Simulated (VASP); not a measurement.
# Pt (Fm-3m) in VASP: a series of runs

The runs below take Pt through single point, with PBE.

Everything below comes from runs of VASP 6.6.1. Logs are shortened: lines on timing, memory, paths and dates and some standing lists are left out, and cuts for length are marked.

### Step 1. The cell of the first run

It takes space group Fm-3m (No. 225, cubic). Conventional cell: a = 3.972 Å, b = 3.972 Å, c = 3.972 Å, α = 90.00°, β = 90.00°, γ = 90.00°. Within 3.7 Å of Pt (site symmetry m-3m) lie 12 Pt at 2.81 Å.

### Step 2. Single point, PBE

INCAR reads:

```
PREC = Accurate
ENCUT = 520
EDIFF = 1E-7
ISMEAR = 1
SIGMA = 0.1
LREAL = F
LASPH = T
NELM = 100
ALGO = Normal
ISIF = 2
LWAVE = F
LCHARG = F
GGA = PE
NBANDS = 11
```

KPOINTS reads:

```
regular mesh
0
Gamma
  14 14 14
```

POSCAR reads:

```
Pt
1.0
    0.0000000000      1.9857786488      1.9857786488
    1.9857786488      0.0000000000      1.9857786488
    1.9857786488      1.9857786488      0.0000000000
Pt
1
Direct
    0.0000000000      0.0000000000      0.0000000000
```

Potentials or basis: VASP PAW PBE potentials, release 64 (Pt).

Launch:

```
cat potpaw_PBE.64/Pt/POTCAR > POTCAR
mpirun -np 1 vasp_std > vasp.out
```

OUTCAR:

```text
PREC = Accurate
   ENCUT = 520
   EDIFF = 1E-7
   ISMEAR = 1
   LREAL = F
   LASPH = T
   NELM = 100
   ISIF = 2
   GGA = PE

 ion  position               nearest neighbor table
   1  0.000  0.000  0.000-

  LATTYP: Found a face centered cubic cell.
 ALAT       =     3.9715572976

  Lattice vectors:

 A1 = (   0.0000000000,   1.9857786488,   1.9857786488)
 A2 = (   1.9857786488,   0.0000000000,   1.9857786488)
 A3 = (   1.9857786488,   1.9857786488,   0.0000000000)

Analysis of symmetry for initial positions (statically):
=====================================================================
 Subroutine PRICEL returns:
 Original cell was already a primitive cell.

 Routine SETGRP: Setting up the symmetry group for a
 face centered cubic supercell.

 Subroutine GETGRP returns: Found 48 space group operations
 (whereof 48 operations were pure point group operations)
 out of a pool of 48 trial point group operations.

The static configuration has the point symmetry O_h .

Analysis of symmetry for dynamics (positions and initial velocities):
=====================================================================
 Subroutine PRICEL returns:
 Original cell was already a primitive cell.

 Routine SETGRP: Setting up the symmetry group for a
 face centered cubic supercell.

 Subroutine GETGRP returns: Found 48 space group operations
 (whereof 48 operations were pure point group operations)
 out of a pool of 48 trial point group operations.

The dynamic configuration has the point symmetry O_h .

 Subroutine INISYM returns: Found 48 space group operations
 (whereof 48 operations are pure point group operations),
 and found     1 'primitive' translations

----------------------------------------------------------------------------------------

                                     Primitive cell

  volume of cell :      15.6611

  direct lattice vectors                    reciprocal lattice vectors
     0.000000000  1.985778649  1.985778649    -0.251790400  0.251790400  0.251790400
     1.985778649  0.000000000  1.985778649     0.251790400 -0.251790400  0.251790400
     1.985778649  1.985778649  0.000000000     0.251790400  0.251790400 -0.251790400

  length of vectors
     2.808315097  2.808315097  2.808315097     0.436113765  0.436113765  0.436113765

  position of ions in fractional coordinates (direct lattice)
     0.000000000  0.000000000  0.000000000

  ion indices of the primitive-cell ions
   primitive index   ion index
                 1           1

----------------------------------------------------------------------------------------

 KPOINTS: regular mesh

Automatic generation of k-mesh.
 Grid dimensions read from file:
 generate k-points for:   14   14   14

 Generating k-lattice:

  Cartesian coordinates                     Fractional coordinates (reciprocal lattice)
    -0.017985029  0.017985029  0.017985029     0.071428571  0.000000000  0.000000000
     0.017985029 -0.017985029  0.017985029     0.000000000  0.071428571  0.000000000
     0.017985029  0.017985029 -0.017985029     0.000000000  0.000000000  0.071428571

  Length of vectors
     0.031150983  0.031150983  0.031150983

  Shift w.r.t. Gamma in fractional coordinates (k-lattice)
     0.000000000  0.000000000  0.000000000

 Subroutine IBZKPT returns following result:
 ===========================================

 Found    104 irreducible k-points:

 Following reciprocal coordinates:
            Coordinates               Weight
  0.000000  0.000000  0.000000      1.000000
  0.071429  0.000000  0.000000      8.000000
  0.142857  0.000000  0.000000      8.000000
  0.214286  0.000000  0.000000      8.000000
  0.285714  0.000000  0.000000      8.000000
  0.357143  0.000000  0.000000      8.000000
[... 16 lines left out ...]
  0.214286  0.142857  0.000000     24.000000
  0.285714  0.142857  0.000000     24.000000
 [... further k-points ...]
   k-points           NKPTS =    104   k-points in BZ     NKDIM =    104   number of bands    NBANDS=     11
   number of dos      NEDOS =    301   number of ions     NIONS =      1
   total plane-waves  NPLWV =  13824
   dimension x,y,z NGX =    24 NGY =   24 NGZ =   24
   dimension x,y,z NGXF=    48 NGYF=   48 NGZF=   48
   ions per type =               1
   NGX,Y,Z   is equivalent  to a cutoff of  14.21, 14.21, 14.21 a.u.
   NGXF,Y,Z  is equivalent  to a cutoff of  28.41, 28.41, 28.41 a.u.
 SYSTEM =  unknown system
   PREC   = accura    normal or accurate (medium, high low for compatibility)
   ISTART =      0    job   : 0-new  1-cont  2-samecut
   ICHARG =      2    charge: 1-file 2-atom 10-const
   ISPIN  =      1    spin polarized calculation?
   LNONCOLLINEAR =      F non collinear calculations
   LSORBIT =      F    spin-orbit coupling
   LASPH  =      T    aspherical Exc in radial PAW
   ENCUT  =  520.0 eV  38.22 Ry    6.18 a.u.   5.22  5.22  5.22*2*pi/ulx,y,z
   NELM   =    100;   NELMIN=  2; NELMDL= -5     # of ELM steps
   EDIFF  = 0.1E-06   stopping-criterion for ELM
   LREAL  =      F    real-space projection
   EDIFFG = 0.1E-05   stopping-criterion for IOM
   NSW    =      0    number of steps for IOM
   IBRION =     -1    ionic relax: 0-MD 1-quasi-New 2-CG
   NFREE  =      0    steps in history (QN), initial steepest desc. (CG)
   ISIF   =      2    stress and relaxation
   ISYM   =      2    0-nonsym 1-usesym 2-fastsym
   POTIM  = 0.5000    time-step for ionic-motion
   TEBEG  =    0.0;   TEEND  =   0.0 temperature during run
   PSTRESS=    0.0 pullay stress
   NELECT =      10.0000    total number of electrons
   NUPDOWN=      -1.0000    fix difference up-down
   EMIN   =  10.00;   EMAX   =-10.00  energy-range for DOS
   EFERMI =   0.00;   METHOD = LEGACY
   ISMEAR =     1;   SIGMA  =   0.10  broadening in eV -4-tet -1-fermi 0-gaus
   EFERMI_NEDOS =   21; number of points for ismear=-14 and -15
   IALGO  =     38    algorithm
   IMIX   =      4    mixing-type and parameters
     AMIX     =   0.40;   BMIX     =  1.00
     AMIX_MAG =   1.60;   BMIX_MAG =  1.00
  volume/ion in A,a.u.               =      15.66       105.69
  Fermi-wavevector in a.u.,A,eV,Ry     =   1.409724  2.663991 27.039142  1.987321
  Thomas-Fermi vector in A             =   2.531750
   LORBIT       =      0    0 simple, 1 ext, 2 COOP (PROOUT), +10 PAW based schemes
   GGA     = PE    functional components
   LHFCALC =     F    Hartree Fock is set to
   AEXX    =    0.0000 exact exchange contribution
   IVDW    =     0    specifies the selected vdW correction
   LEPSILON=     F    determine dielectric tensor
   LRPA    =     F    only Hartree local field effects (RPA)
 non-spin polarized calculation
 Methfessel and Paxton  Order N= 1 SIGMA  =   0.10
  energy-cutoff  :      520.00
  volume of cell :       15.66
 maximum number of plane-waves:       444
 NGX is ok and might be reduce to    24
   NGX = 11   NGY = 11   NGZ = 11

 number of electron      10.0000002 magnetization

 Free energy of the ion-electron system (eV)
  ---------------------------------------------------
  ext. energy  EPLUGINS =         0.00000000
  ---------------------------------------------------
  free energy    TOTEN  =        -6.10499683 eV

  energy without entropy =       -6.10536546  energy(sigma->0) =       -6.10511970

 E-fermi :  10.5297     XC(G=0): -13.2649

 val. band max:       10.5223929991   @ k =   0.5000   0.3571   0.0714
 cond. band min:      10.5427448334   @ k =   0.4286   0.1429   0.0000
 fundamental gap:      0.0203518343
 Fermi energy:        10.5296653315

 k-point     1 :       0.0000    0.0000    0.0000
  band No.  band energies     occupation
      1       0.7553      2.00000
      2       6.9878      2.00000
      3       6.9878      2.00000
      4       6.9878      2.00000
      5       9.0141      2.00000
      6       9.0141      2.00000
      7      25.2900      0.00000
      8      30.0467      0.00000
      9      30.0467      0.00000
     10      30.0467      0.00000
     11      35.2560      0.00000

 k-point     2 :       0.0714    0.0000    0.0000
  band No.  band energies     occupation
      1       0.9527      2.00000
      2       6.9035      2.00000
      3       7.0642      2.00000
      4       7.0642      2.00000
      5       8.9732      2.00000
      6       8.9732      2.00000
      7      25.5863      0.00000
      8      29.0203      0.00000
      9      30.3416      0.00000
     10      30.3416      0.00000
     11      36.3144      0.00000

 k-point     3 :       0.1429    0.0000    0.0000
  band No.  band energies     occupation
      1       1.5152      2.00000
      2       6.7115      2.00000
      3       7.2418      2.00000
      4       7.2418      2.00000
      5       8.9137      2.00000
      6       8.9137      2.00000
      7      26.3087      0.00000
      8      27.0820      0.00000
      9      31.1765      0.00000
     10      31.1765      0.00000
     11      35.7454      0.00000

 k-point     4 :       0.2143    0.0000    0.0000
  band No.  band energies     occupation
      1       2.3259      2.00000
      2       6.5942      2.00000
      3       7.3571      2.00000
      4       7.3571      2.00000
      5       9.0200      2.00000
      6       9.0200      2.00000
      7      24.8403      0.00000
      8      26.9312      0.00000
      9      32.3440      0.00000
     10      32.3440      0.00000
     11      33.9298      0.00000
[... 239 lines left out ...]
 k-point    22 :       0.1429    0.1429    0.0000
  band No.  band energies     occupation
      1       1.7756      2.00000
      2       6.3763      2.00000
      3       7.5170      2.00000
      4       7.5170      2.00000
      5       8.3508      2.00000
      6       9.2766      2.00000
      7      26.8119      0.00000
      8      28.4069      0.00000
      9      29.7761      0.00000
     10      29.7761      0.00000
     11      37.3481      0.00000

 k-point    23 :       0.2143    0.1429    0.0000
  band No.  band energies     occupation
      1       2.4055      2.00000
      2       6.1185      2.00000
      3       7.6312      2.00000
      4       7.7640      2.00000
      5       8.3039      2.00000
      6       9.4301      2.00000
      7      26.8887      0.00000
      8      27.6093      0.00000
      9      29.4692      0.00000
     10      30.2273      0.00000
     11      34.7211      0.00000

 k-point    24 :       0.2857    0.1429    0.0000
  band No.  band energies     occupation
      1       3.2135      2.00000
      2       5.9861      2.00000
      3       7.3203      2.00000
      4       7.8623      2.00000
      5       8.9248      2.00000
      6       9.7382      2.00000
      7      24.5312      0.00000
      8      27.7531      0.00000
      9      29.0760      0.00000
     10      30.5459      0.00000
     11      34.2557      0.00000

 [... further k-points ...]

------------------------ aborting loop because EDIFF is reached ----------------------------------------

  FORCE on cell =-STRESS in cart. coord.  units (eV):
  Direction    XX          YY          ZZ          XY          YZ          ZX
  --------------------------------------------------------------------------------------
  -------------------------------------------------------------------------------------
  Total       -0.0995630     -0.0995630     -0.0995630      0.0000000     -0.0000000      0.0000000
  in kB      -10.1855817    -10.1855817    -10.1855817      0.0000000     -0.0000000      0.0000000
  external PRESSURE =     -10.1855817 kB  Pullay stress =       0.0000000 kB

 VOLUME and BASIS-vectors are now :
 -----------------------------------------------------------------------------
  energy-cutoff  :      520.00
  volume of cell :       15.66
      direct lattice vectors                 reciprocal lattice vectors
     0.000000000  1.985778649  1.985778649    -0.251790400  0.251790400  0.251790400
     1.985778649  0.000000000  1.985778649     0.251790400 -0.251790400  0.251790400
     1.985778649  1.985778649  0.000000000     0.251790400  0.251790400 -0.251790400

 POSITION                                       TOTAL-FORCE (eV/Angst)
 -----------------------------------------------------------------------------------
      0.00000      0.00000      0.00000        -0.000000      0.000000      0.000000
 -----------------------------------------------------------------------------------
    total drift:                                0.000000      0.000000     -0.000000

  FREE ENERGIE OF THE ION-ELECTRON SYSTEM (eV)
  ---------------------------------------------------
  free  energy   TOTEN  =        -6.1049968281 eV

  energy  without entropy=       -6.1053654584  energy(sigma->0) =       -6.10511970
```

It took 27 s on 1 thread of AMD EPYC 7R13, shared host; peak memory 0.15 GiB.

What came out:

| Quantity | Value |
| --- | --- |
| Free energy | -6.1050 eV |
| Pressure | -1.0 GPa |
| Band gap on the k mesh | zero (band 5 reaches 11.01 eV, above the bottom of band 6 at 8.91 eV) |

Caveat: spin-orbit coupling is left out, which moves the levels of the heavy elements.

### Step 3. Single point, PBE

INCAR reads:

```
ALGO = Normal ; EDIFF = 1E-7
ENCUT = 520 ; GGA = PE
ISIF = 2 ; ISMEAR = -1
LASPH = True ; LCHARG = False
LREAL = False ; LWAVE = False
NBANDS = 11 ; NELM = 60
PREC = Accurate ; SIGMA = 0.1
```

KPOINTS reads:

```
k-points
0
Gamma
  2 2 2
```

POSCAR is that of step 2.

Potentials or basis: VASP PAW PBE potentials, release 64 (Pt).

Launch:

```
cat potpaw_PBE.64/Pt/POTCAR > POTCAR
mpirun -np 1 vasp_std > vasp.out
```

Run time: 4.3 s. Hardware: 1 thread of Intel Xeon 6975P-C, shared host; peak memory 0.14 GiB.

Results (log left out):

* Free energy: -1.8052 eV
* Pressure: 59.7 GPa
* Band gap on the k mesh: zero (band 5 reaches 11.14 eV, above the bottom of band 6 at 9.24 eV)

Levels at points of the mesh, in eV from the Fermi level:
| k point | band 4 | band 5 | band 6 | band 7 | band 8 | band 9 |
| --- | --- | --- | --- | --- | --- | --- |
| (0.00, 0.00, 0.00) | -3.97 | -1.81 | -1.81 | 14.08 | 19.07 | 19.07 |
| (0.50, 0.00, 0.00) | -0.79 | -0.28 | -0.28 | 5.16 | 13.76 | 18.21 |
| (0.50, 0.50, 0.00) | 0.10 | 0.10 | 1.32 | 8.10 | 10.80 | 10.80 |

Caveat: the k points lie up to 1.37 Å⁻¹ apart; spin-orbit coupling is left out, which moves the levels of the heavy elements.

### Step 4. Single point, PBE

INCAR reads:

```
PREC     = Accurate       # precision mode
ENCUT    = 520            # plane-wave cutoff, eV
EDIFF    = 1E-6           # SCF threshold, eV
ISMEAR   = -1             # smearing method
SIGMA    = 0.1            # smearing width, eV
LREAL    = F              # projectors in reciprocal space
LASPH    = T              # aspherical terms in the spheres
NELM     = 80             # most SCF steps
ALGO     = Normal         # electronic algorithm
ISIF     = 2              # what is computed and relaxed
LWAVE    = F              # write WAVECAR
LCHARG   = F              # write CHGCAR
GGA      = PE             # functional
NBANDS   = 11             # bands
```

KPOINTS reads:

```
Automatic mesh
0
Gamma
  4 4 4
```

POSCAR is that of step 3.

Potentials or basis: VASP PAW PBE potentials, release 64 (Pt).

Launch:

```
cat potpaw_PBE.64/Pt/POTCAR > POTCAR
mpirun -np 1 vasp_std > vasp.out
```

OUTCAR:

```text
PREC = Accurate
   ENCUT = 520
   EDIFF = 1E-6
   ISMEAR = -1
   LREAL = F
   LASPH = T
   NELM = 80
   ISIF = 2
   GGA = PE

 ion  position               nearest neighbor table
   1  0.000  0.000  0.000-

  LATTYP: Found a face centered cubic cell.
 ALAT       =     3.9715572976

  Lattice vectors:

 A1 = (   0.0000000000,   1.9857786488,   1.9857786488)
 A2 = (   1.9857786488,   0.0000000000,   1.9857786488)
 A3 = (   1.9857786488,   1.9857786488,   0.0000000000)

Analysis of symmetry for initial positions (statically):
=====================================================================
 Subroutine PRICEL returns:
 Original cell was already a primitive cell.

 Routine SETGRP: Setting up the symmetry group for a
 face centered cubic supercell.

 Subroutine GETGRP returns: Found 48 space group operations
 (whereof 48 operations were pure point group operations)
 out of a pool of 48 trial point group operations.

The static configuration has the point symmetry O_h .

Analysis of symmetry for dynamics (positions and initial velocities):
=====================================================================
 Subroutine PRICEL returns:
[... 147 lines left out ...]
      1       0.7528      2.00000
      2       6.9801      2.00000
      3       6.9801      2.00000
      4       6.9801      2.00000
      5       9.0163      2.00000
      6       9.0163      2.00000
      7      25.2787      0.00000
      8      30.0534      0.00000
      9      30.0534      0.00000
     10      30.0534      0.00000
     11      35.2574      0.00000
[... 85 lines left out ...]
 k-point     8 :      -0.2500    0.5000    0.2500
  band No.  band energies     occupation
      1       5.2358      2.00000
      2       6.2590      2.00000
      3       6.2590      2.00000
      4       8.6807      2.00000
      5      10.9980      0.21000
      6      17.4106      0.00000
      7      18.6419      0.00000
      8      18.6419      0.00000
      9      22.2883      0.00000
     10      34.7720      0.00000
     11      34.7720      0.00000

------------------------ aborting loop because EDIFF is reached ----------------------------------------

  FORCE on cell =-STRESS in cart. coord.  units (eV):
  Direction    XX          YY          ZZ          XY          YZ          ZX
  --------------------------------------------------------------------------------------
  -------------------------------------------------------------------------------------
  Total       -0.2377734     -0.2377734     -0.2377734      0.0000000      0.0000000      0.0000000
  in kB      -24.3249188    -24.3249188    -24.3249188      0.0000000      0.0000000      0.0000000
  external PRESSURE =     -24.3249188 kB  Pullay stress =       0.0000000 kB

 VOLUME and BASIS-vectors are now :
 -----------------------------------------------------------------------------
  energy-cutoff  :      520.00
  volume of cell :       15.66
      direct lattice vectors                 reciprocal lattice vectors
     0.000000000  1.985778649  1.985778649    -0.251790400  0.251790400  0.251790400
     1.985778649  0.000000000  1.985778649     0.251790400 -0.251790400  0.251790400
     1.985778649  1.985778649  0.000000000     0.251790400  0.251790400 -0.251790400

 POSITION                                       TOTAL-FORCE (eV/Angst)
 -----------------------------------------------------------------------------------
      0.00000      0.00000      0.00000         0.000000      0.000000      0.000000
 -----------------------------------------------------------------------------------
    total drift:                               -0.000000      0.000000     -0.000000

  FREE ENERGIE OF THE ION-ELECTRON SYSTEM (eV)
  ---------------------------------------------------
  free  energy   TOTEN  =        -6.2486463666 eV

  energy  without entropy=       -6.1784225422  energy(sigma->0) =       -6.21353445
```

stdout:

```text
POSCAR found type information on POSCAR Pt
 POSCAR found :  1 types and       1 ions
 scaLAPACK will be used
 LDA part: xc-table for (Slater+PW92), standard interpolation
 POSCAR, INCAR and KPOINTS ok, starting setup
 FFT: planning ... GRIDC
 FFT: planning ... GRID_SOFT
 FFT: planning ... GRID
 WAVECAR not read
 entering main loop
```

It took 3.8 s on 1 thread of Intel Xeon 6975P-C, shared host; peak memory 0.14 GiB.

Results:

| Quantity | Value |
| --- | --- |
| Free energy | -6.2486 eV |
| Pressure | -2.4 GPa |
| Band gap on the k mesh | zero (band 5 reaches 11.00 eV, above the bottom of band 6 at 9.02 eV) |

Levels at points of the mesh, in eV from the Fermi level:
| k point | band 2 | band 3 | band 4 | band 5 | band 6 | band 7 | band 8 | band 9 |
| --- | --- | --- | --- | --- | --- | --- | --- | --- |
| (0.00, 0.00, 0.00) | -3.80 | -3.80 | -3.80 | -1.77 | -1.77 | 14.49 | 19.27 | 19.27 |
| (0.50, 0.00, 0.00) | -3.85 | -3.85 | -0.55 | -0.21 | -0.21 | 5.32 | 14.06 | 18.48 |
| (0.50, 0.50, 0.00) | -6.48 | -0.23 | 0.21 | 0.21 | 1.62 | 8.24 | 11.04 | 11.04 |

Caveat: the k points lie up to 0.69 Å⁻¹ apart; spin-orbit coupling is left out, which moves the levels of the heavy elements.

### Step 5. The runs side by side

```csv
k mesh,smearing,gap on the mesh (eV),pressure (GPa)
14 × 14 × 14,methfessel-paxton 0.1 eV,none,-1.0
2 × 2 × 2,fermi-dirac 0.1 eV,none,59.7
4 × 4 × 4,fermi-dirac 0.1 eV,none,-2.4
```

Alike in all rows: task single point; level PBE; potentials or basis VASP PAW PBE potentials, release 64 (Pt); no spin polarisation; cell as given; cutoff (eV) 520.

Caveats: some runs use coarse meshes; spin-orbit coupling is left out, which moves the levels of the heavy elements.

Absolute energies hang on the potentials; compare differences alone.
